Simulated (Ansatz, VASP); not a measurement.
## PbO: VASP beside Ansatz

```
CELL_PARAMETERS angstrom
4.23996 0.00000 0.00000
-2.11998 3.67191 0.00000
0.00000 0.00000 5.91356
ATOMIC_POSITIONS crystal
Pb 0.33333 0.66667 0.98581
Pb 0.66667 0.33333 0.48581
O 0.33333 0.66667 0.38919
O 0.66667 0.33333 0.88919
```

Alike in both runs: task single point; functional PBE; k mesh 6 × 6 × 4; no spin polarisation.

```csv
,VASP,Ansatz
version,VASP 6.6.1,Ansatz 0.2.0
potentials or method,"VASP PAW PBE potentials, release 64 (Pb_d, O)","plane waves, PAW"
plane-wave cutoff (eV),520,420
occupations,"gaussian, width 0.01 eV",fixed
valence electrons in the cell,40,40
```

Ansatz gave:

```
gap on the k mesh at the Fermi level (eV)                     : 2.02
pressure (GPa)                                                : -1.8
traceless stress, the component that is largest in VASP (GPa) : -0.07
rms of the force components (eV/Å)                            : 0.039
```

Question: Estimate VASP's values.

Answer: gap on the k mesh at the Fermi level (eV): 2.02; pressure (GPa): -1.8; traceless stress, the component that is largest in VASP (GPa): -0.02; rms of the force components (eV/Å): 0.033.

Atom by atom the forces differ by 0.006 eV/Å (rms over components).

Neither program's run includes spin-orbit coupling.
